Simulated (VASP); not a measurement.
Wanted: the native input for a VASP 6.6.1 run.

| Item | Value |
| --- | --- |
| Task | single point |
| Functional | LDA |
| Potentials or basis | VASP PAW LDA potentials, release 64 (Rb_sv, Ca_sv, Br) |
| Cutoff | 520 eV |
| k mesh | 4 × 4 × 4 |
| Occupations | gaussian, width 0.05 eV |
| Spin | no spin polarisation |
| Dipole correction | no |
| Further INCAR settings | ALGO = Normal; EDIFF = 1e-06; NBANDS = 28 |

The structure of RbCaBr3 lies in POSCAR:

```
RbCaBr3
1.0
    5.5645893000      0.0000000000      0.0000000000
    0.0000000000      5.5645893000      0.0000000000
    0.0000000000      0.0000000000      5.6506396500
Rb Ca Br
1 1 3
Direct
    0.5000000000      0.5000000000      0.5000000000
    0.0000000000      0.0000000000      0.0000000000
    0.5000000000      0.0000000000      0.0000000000
    0.0000000000      0.5000000000      0.0000000000
    0.0000000000      0.0000000000      0.5000000000
```

This cell differs from its parent crystal: strain -0.030 along x and y, -0.015 along z.

One way to write it, as run:

INCAR

```
SYSTEM = RbCaBr3
ALGO = Normal
EDIFF = 1E-6
ENCUT = 520
GGA = CA
ISIF = 2
ISMEAR = 0
LASPH = .TRUE.
LCHARG = .FALSE.
LREAL = .FALSE.
LWAVE = .FALSE.
NBANDS = 28
NELM = 80
PREC = Accurate
SIGMA = 0.05
```

KPOINTS

```
k-points
0
G
  4 4 4
  0 0 0
```

Potentials or basis: VASP PAW LDA potentials, release 64 (Rb_sv, Ca_sv, Br).

The run is started by

```bash
$ cat potpaw_LDA.64/Rb_sv/POTCAR potpaw_LDA.64/Ca_sv/POTCAR potpaw_LDA.64/Br/POTCAR > POTCAR
$ mpirun -np 1 vasp_std > vasp.out
```

It gave:

- Pressure: -1.0 GPa
- Band gap on the k mesh: 3.80 eV, indirect (least direct gap 4.12 eV)

Caveat: the cell differs from its parent crystal (strain -0.030 along x and y, -0.015 along z).

It took 36 s on 1 thread of Intel(R) Xeon(R) 6975P-C (Granite Rapids), with other jobs on the host, peak memory 0.26 GiB.
